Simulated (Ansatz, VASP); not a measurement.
**Zn in VASP and in Ansatz**

```
Zn
1.0
     0.00000    2.74910    2.74910
     2.74910    0.00000    2.74910
     2.74910    2.74910    0.00000
Zn
2
Direct
  0.12500 0.12500 0.12500
  0.87500 0.87500 0.87500
```

Alike in both runs: task single point; functional PBEsol; k mesh 11 × 11 × 11; occupations fermi-dirac, width 0.1 eV; no spin polarisation.

|  | VASP | Ansatz |
| --- | --- | --- |
| version | VASP 6.6.1 | Ansatz 0.2.0 |
| potentials or method | VASP PAW PBE potentials, release 64 (Zn), cutoff 520 eV | plane waves (420 eV) with PAW, scalar-relativistic |
| valence electrons in the cell | 24 | 24 |

Ansatz gave:

* pressure (GPa): 3.7

Question: What did VASP give for the same quantities?

Answer: Pressure (GPa): 4.1.

VASP's potentials were made for PBE, not for PBEsol, and Ansatz warns of the same on its side. The functional is the same, so the differences come from potentials, cutoffs and numerics.
